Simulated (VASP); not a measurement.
# HfC in VASP: further runs

HfC is run at these levels: PBE; tasks: single point.

Everything below comes from runs of VASP 6.6.1. Logs are shortened: lines on timing, memory, paths and dates and some standing lists are left out, and cuts for length are marked.

### Step 1. The cell of the first run

It takes space group Fm-3m (No. 225, cubic). The conventional cell has a = 4.650 Å, b = 4.650 Å, c = 4.650 Å, α = 90.00°, β = 90.00°, γ = 90.00°. Within 3.1 Å of Hf (site symmetry m-3m) lie 6 C at 2.33 Å. C (site symmetry m-3m) has 6 Hf at 2.33 Å within 3.1 Å.

### Step 2. Single point, PBE

Contents of INCAR:

```
PREC     = Accurate       # precision mode
ENCUT    = 520            # plane-wave cutoff, eV
EDIFF    = 1E-7           # SCF threshold, eV
ISMEAR   = 1              # smearing method
SIGMA    = 0.1            # smearing width, eV
LREAL    = F              # projectors in reciprocal space
LASPH    = T              # aspherical terms in the spheres
NELM     = 60             # most SCF steps
ALGO     = Normal         # electronic algorithm
ISIF     = 2              # what is computed and relaxed
LWAVE    = F              # write WAVECAR
LCHARG   = F              # write CHGCAR
GGA      = PE             # functional
NBANDS   = 14             # bands
```

Contents of KPOINTS:

```
regular mesh
0
Gamma
  13 13 13
```

Contents of POSCAR:

```
HfC
1.0
    0.0000000000      2.3250000000      2.3250000000
    2.3250000000      0.0000000000      2.3250000000
    2.3250000000      2.3250000000      0.0000000000
Hf C
1 1
Direct
    0.5000000000      0.5000000000      0.5000000000
    0.0000000000      0.0000000000      0.0000000000
```

Potentials or basis: VASP PAW PBE potentials, release 64 (Hf_pv, C).

On the command line:

```bash
> cat potpaw_PBE.64/Hf_pv/POTCAR potpaw_PBE.64/C/POTCAR > POTCAR
> mpirun -np 1 vasp_std > vasp.out
```

OUTCAR:

```text
PREC = Accurate
   ENCUT = 520
   EDIFF = 1E-7
   ISMEAR = 1
   LREAL = F
   LASPH = T
   NELM = 60
   ISIF = 2
   GGA = PE

 ion  position               nearest neighbor table
   1  0.500  0.500  0.500-   2 2.33   2 2.33   2 2.33   2 2.33   2 2.33   2 2.33
   2  0.000  0.000  0.000-   1 2.33   1 2.33   1 2.33   1 2.33   1 2.33   1 2.33

  LATTYP: Found a face centered cubic cell.
 ALAT       =     4.6500000000

  Lattice vectors:

 A1 = (   0.0000000000,   2.3250000000,   2.3250000000)
 A2 = (   2.3250000000,   0.0000000000,   2.3250000000)
 A3 = (   2.3250000000,   2.3250000000,   0.0000000000)

Analysis of symmetry for initial positions (statically):
=====================================================================
 Subroutine PRICEL returns:
 Original cell was already a primitive cell.

 Routine SETGRP: Setting up the symmetry group for a
 face centered cubic supercell.

 Subroutine GETGRP returns: Found 48 space group operations
 (whereof 48 operations were pure point group operations)
 out of a pool of 48 trial point group operations.

The static configuration has the point symmetry O_h .

Analysis of symmetry for dynamics (positions and initial velocities):
=====================================================================
 Subroutine PRICEL returns:
 Original cell was already a primitive cell.

 Routine SETGRP: Setting up the symmetry group for a
 face centered cubic supercell.

 Subroutine GETGRP returns: Found 48 space group operations
 (whereof 48 operations were pure point group operations)
 out of a pool of 48 trial point group operations.

The dynamic configuration has the point symmetry O_h .

 Subroutine INISYM returns: Found 48 space group operations
 (whereof 48 operations are pure point group operations),
 and found     1 'primitive' translations

----------------------------------------------------------------------------------------

                                     Primitive cell

  volume of cell :      25.1362

  direct lattice vectors                    reciprocal lattice vectors
     0.000000000  2.325000000  2.325000000    -0.215053763  0.215053763  0.215053763
     2.325000000  0.000000000  2.325000000     0.215053763 -0.215053763  0.215053763
     2.325000000  2.325000000  0.000000000     0.215053763  0.215053763 -0.215053763

  length of vectors
     3.288046533  3.288046533  3.288046533     0.372484045  0.372484045  0.372484045

  position of ions in fractional coordinates (direct lattice)
     0.500000000  0.500000000  0.500000000
     0.000000000  0.000000000  0.000000000

  ion indices of the primitive-cell ions
   primitive index   ion index
                 1           1
                 2           2

----------------------------------------------------------------------------------------

 KPOINTS: regular mesh

Automatic generation of k-mesh.
 Grid dimensions read from file:
 generate k-points for:   13   13   13

 Generating k-lattice:

  Cartesian coordinates                     Fractional coordinates (reciprocal lattice)
    -0.016542597  0.016542597  0.016542597     0.076923077  0.000000000  0.000000000
     0.016542597 -0.016542597  0.016542597     0.000000000  0.076923077  0.000000000
     0.016542597  0.016542597 -0.016542597     0.000000000  0.000000000  0.076923077

  Length of vectors
     0.028652619  0.028652619  0.028652619

  Shift w.r.t. Gamma in fractional coordinates (k-lattice)
     0.000000000  0.000000000  0.000000000

 Subroutine IBZKPT returns following result:
 ===========================================

 Found     84 irreducible k-points:

 Following reciprocal coordinates:
            Coordinates               Weight
  0.000000  0.000000  0.000000      1.000000
  0.076923  0.000000  0.000000      8.000000
  0.153846  0.000000  0.000000      8.000000
  0.230769  0.000000  0.000000      8.000000
  0.307692  0.000000  0.000000      8.000000
  0.384615  0.000000  0.000000      8.000000
[... 16 lines left out ...]
  0.384615  0.153846  0.000000     24.000000
  0.461538  0.153846  0.000000     24.000000
 [... further k-points ...]
   k-points           NKPTS =     84   k-points in BZ     NKDIM =     84   number of bands    NBANDS=     14
   number of dos      NEDOS =    301   number of ions     NIONS =      2
   total plane-waves  NPLWV =  13824
   dimension x,y,z NGX =    24 NGY =   24 NGZ =   24
   dimension x,y,z NGXF=    48 NGYF=   48 NGZF=   48
   ions per type =               1   1
   NGX,Y,Z   is equivalent  to a cutoff of  12.13, 12.13, 12.13 a.u.
   NGXF,Y,Z  is equivalent  to a cutoff of  24.27, 24.27, 24.27 a.u.
 SYSTEM =  unknown system
   PREC   = accura    normal or accurate (medium, high low for compatibility)
   ISTART =      0    job   : 0-new  1-cont  2-samecut
   ICHARG =      2    charge: 1-file 2-atom 10-const
   ISPIN  =      1    spin polarized calculation?
   LNONCOLLINEAR =      F non collinear calculations
   LSORBIT =      F    spin-orbit coupling
   LASPH  =      T    aspherical Exc in radial PAW
   ENCUT  =  520.0 eV  38.22 Ry    6.18 a.u.   6.11  6.11  6.11*2*pi/ulx,y,z
   NELM   =     60;   NELMIN=  2; NELMDL= -5     # of ELM steps
   EDIFF  = 0.1E-06   stopping-criterion for ELM
   LREAL  =      F    real-space projection
   EDIFFG = 0.1E-05   stopping-criterion for IOM
   NSW    =      0    number of steps for IOM
   IBRION =     -1    ionic relax: 0-MD 1-quasi-New 2-CG
   NFREE  =      0    steps in history (QN), initial steepest desc. (CG)
   ISIF   =      2    stress and relaxation
   ISYM   =      2    0-nonsym 1-usesym 2-fastsym
   POTIM  = 0.5000    time-step for ionic-motion
   TEBEG  =    0.0;   TEEND  =   0.0 temperature during run
   PSTRESS=    0.0 pullay stress
   NELECT =      14.0000    total number of electrons
   NUPDOWN=      -1.0000    fix difference up-down
   EMIN   =  10.00;   EMAX   =-10.00  energy-range for DOS
   EFERMI =   0.00;   METHOD = LEGACY
   ISMEAR =     1;   SIGMA  =   0.10  broadening in eV -4-tet -1-fermi 0-gaus
   EFERMI_NEDOS =   21; number of points for ismear=-14 and -15
   IALGO  =     38    algorithm
   IMIX   =      4    mixing-type and parameters
     AMIX     =   0.40;   BMIX     =  1.00
     AMIX_MAG =   1.60;   BMIX_MAG =  1.00
  volume/ion in A,a.u.               =      12.57        84.81
  Fermi-wavevector in a.u.,A,eV,Ry     =   1.346949  2.545365 24.684672  1.814272
  Thomas-Fermi vector in A             =   2.474740
   LORBIT       =      0    0 simple, 1 ext, 2 COOP (PROOUT), +10 PAW based schemes
   GGA     = PE    functional components
   LHFCALC =     F    Hartree Fock is set to
   AEXX    =    0.0000 exact exchange contribution
   IVDW    =     0    specifies the selected vdW correction
   LEPSILON=     F    determine dielectric tensor
   LRPA    =     F    only Hartree local field effects (RPA)
 non-spin polarized calculation
 Methfessel and Paxton  Order N= 1 SIGMA  =   0.10
  energy-cutoff  :      520.00
  volume of cell :       25.14
 maximum number of plane-waves:       688
   NGX = 13   NGY = 13   NGZ = 13

 number of electron      14.0000000 magnetization

 Free energy of the ion-electron system (eV)
  ---------------------------------------------------
  ext. energy  EPLUGINS =         0.00000000
  ---------------------------------------------------
  free energy    TOTEN  =       -21.04579060 eV

  energy without entropy =      -21.04540953  energy(sigma->0) =      -21.04566358

 E-fermi :   5.9529     XC(G=0): -12.2852

 val. band max:        5.8352840845   @ k =   0.4615   0.4615   0.0000
 cond. band min:       5.9749281127   @ k =   0.0769   0.0000   0.0000
 fundamental gap:      0.1396440282
 Fermi energy:         5.9528615612

 k-point     1 :       0.0000    0.0000    0.0000
  band No.  band energies     occupation
      1     -23.6186      2.00000
      2     -23.6186      2.00000
      3     -23.6186      2.00000
      4      -6.3561      2.00000
      5       6.9528     -0.00000
      6       6.9528     -0.00000
      7       6.9528     -0.00000
      8       7.3449     -0.00000
      9       7.3449     -0.00000
     10       7.3449     -0.00000
     11       9.3441      0.00000
     12       9.3441      0.00000
     13      12.7813      0.00000
     14      16.9543      0.00000

 k-point     2 :       0.0769    0.0000    0.0000
  band No.  band energies     occupation
      1     -23.6599      2.00000
      2     -23.6226      2.00000
      3     -23.6226      2.00000
      4      -6.2075      2.00000
      5       5.9749      0.63641
      6       6.2639     -0.00010
      7       6.2639     -0.00010
      8       7.6323     -0.00000
      9       7.6323     -0.00000
     10       7.9517     -0.00000
     11      10.0541      0.00000
     12      10.0541      0.00000
     13      13.1191      0.00000
     14      17.3728      0.00000

 k-point     3 :       0.1538    0.0000    0.0000
  band No.  band energies     occupation
      1     -23.7725      2.00000
      2     -23.6335      2.00000
      3     -23.6335      2.00000
      4      -5.7794      2.00000
      5       4.6317      2.00000
      6       5.2773      2.00000
      7       5.2773      2.00000
      8       8.1041      0.00000
      9       8.1041      0.00000
     10       8.4120      0.00000
     11      11.4720      0.00000
     12      11.4720      0.00000
     13      13.9360      0.00000
     14      18.4808      0.00000
[... 324 lines left out ...]
 k-point    23 :       0.3846    0.1538    0.0000
  band No.  band energies     occupation
      1     -24.1150      2.00000
      2     -23.7317      2.00000
      3     -23.7245      2.00000
      4      -3.9706      2.00000
      5       1.5458      2.00000
      6       3.4924      2.00000
      7       4.1118      2.00000
      8       7.8417     -0.00000
      9      11.0975      0.00000
     10      11.3344      0.00000
     11      13.5806      0.00000
     12      14.4436      0.00000
     13      17.1066      0.00000
     14      19.4267      0.00000

 k-point    24 :       0.4615    0.1538    0.0000
  band No.  band energies     occupation
      1     -24.2037      2.00000
      2     -23.7612      2.00000
      3     -23.7262      2.00000
      4      -3.3554      2.00000
      5       0.8772      2.00000
      6       3.1663      2.00000
      7       3.6178      2.00000
      8       8.7217      0.00000
      9      11.5287      0.00000
     10      11.8181      0.00000
     11      14.3072      0.00000
     12      14.9595      0.00000
     13      17.3790      0.00000
     14      18.8167      0.00000

 [... further k-points ...]

------------------------ aborting loop because EDIFF is reached ----------------------------------------

  FORCE on cell =-STRESS in cart. coord.  units (eV):
  Direction    XX          YY          ZZ          XY          YZ          ZX
  --------------------------------------------------------------------------------------
  -------------------------------------------------------------------------------------
  Total       -0.0710948     -0.0710948     -0.0710948      0.0000000      0.0000000      0.0000000
  in kB       -4.5315780     -4.5315780     -4.5315780      0.0000000      0.0000000      0.0000000
  external PRESSURE =      -4.5315780 kB  Pullay stress =       0.0000000 kB

 VOLUME and BASIS-vectors are now :
 -----------------------------------------------------------------------------
  energy-cutoff  :      520.00
  volume of cell :       25.14
      direct lattice vectors                 reciprocal lattice vectors
     0.000000000  2.325000000  2.325000000    -0.215053763  0.215053763  0.215053763
     2.325000000  0.000000000  2.325000000     0.215053763 -0.215053763  0.215053763
     2.325000000  2.325000000  0.000000000     0.215053763  0.215053763 -0.215053763

 POSITION                                       TOTAL-FORCE (eV/Angst)
 -----------------------------------------------------------------------------------
      2.32500      2.32500      2.32500         0.000000      0.000000      0.000000
      0.00000      0.00000      0.00000         0.000000      0.000000      0.000000
 -----------------------------------------------------------------------------------
    total drift:                                0.000000     -0.000000      0.000000

  FREE ENERGIE OF THE ION-ELECTRON SYSTEM (eV)
  ---------------------------------------------------
  free  energy   TOTEN  =       -21.0457906046 eV

  energy  without entropy=      -21.0454095263  energy(sigma->0) =      -21.04566358
```

Wall time 19 s (1 thread of Intel Xeon 6975P-C (Granite Rapids), shared host); peak memory 0.16 GiB.

What came out:

```
Free energy            : -21.0458 eV
Pressure               : -0.5 GPa
Band gap on the k mesh : zero (band 7 reaches 6.95 eV, above the bottom of band 8 at 5.56 eV)
```

Caveat: spin-orbit coupling is left out, which moves the levels of the heavy elements.

### Step 3. Single point, PBE

This run uses another cell than the first one, of 11.34 Å³/atom, 0.903 times its volume.

Contents of INCAR:

```
  PREC = Accurate
  ENCUT = 520
  EDIFF = 1E-6
  ISMEAR = 1
  SIGMA = 0.1
  LREAL = False
  LASPH = True
  NELM = 80
  ALGO = Normal
  ISIF = 2
  LWAVE = False
  LCHARG = False
  GGA = PE
  NBANDS = 14
```

KPOINTS is that of step 2.

Contents of POSCAR:

```
HfC
1.0
    0.0000000000      2.2087500000      2.3250000000
    2.2087500000      0.0000000000      2.3250000000
    2.2087500000      2.2087500000      0.0000000000
Hf C
1 1
Direct
    0.5000000000      0.5000000000      0.5000000000
    0.0000000000      0.0000000000      0.0000000000
```

Potentials or basis: VASP PAW PBE potentials, release 64 (Hf_pv, C).

On the command line:

```bash
> cat potpaw_PBE.64/Hf_pv/POTCAR potpaw_PBE.64/C/POTCAR > POTCAR
> mpirun -np 1 vasp_std > vasp.out
```

Wall time 32 s (1 thread of Intel Xeon 6975P-C (Granite Rapids), shared host); peak memory 0.19 GiB.

Results (log left out):

```
Free energy            : -20.7672 eV
Pressure               : 31.0 GPa
Band gap on the k mesh : zero (band 7 reaches 7.94 eV, above the bottom of band 8 at 6.29 eV)
```

Stress tensor (GPa, compression positive):
```
41.09  0.00  0.00
 0.00 41.09  0.00
 0.00  0.00 10.95
```

Levels at points of the mesh, in eV from the Fermi level:
| k point | band 4 | band 5 | band 6 | band 7 | band 8 | band 9 | band 10 | band 11 |
| --- | --- | --- | --- | --- | --- | --- | --- | --- |
| (0.00, 0.00, 0.00) | -12.84 | 0.82 | 1.00 | 1.16 | 1.16 | 1.62 | 1.62 | 3.12 |

Caveat: spin-orbit coupling is left out, which moves the levels of the heavy elements.
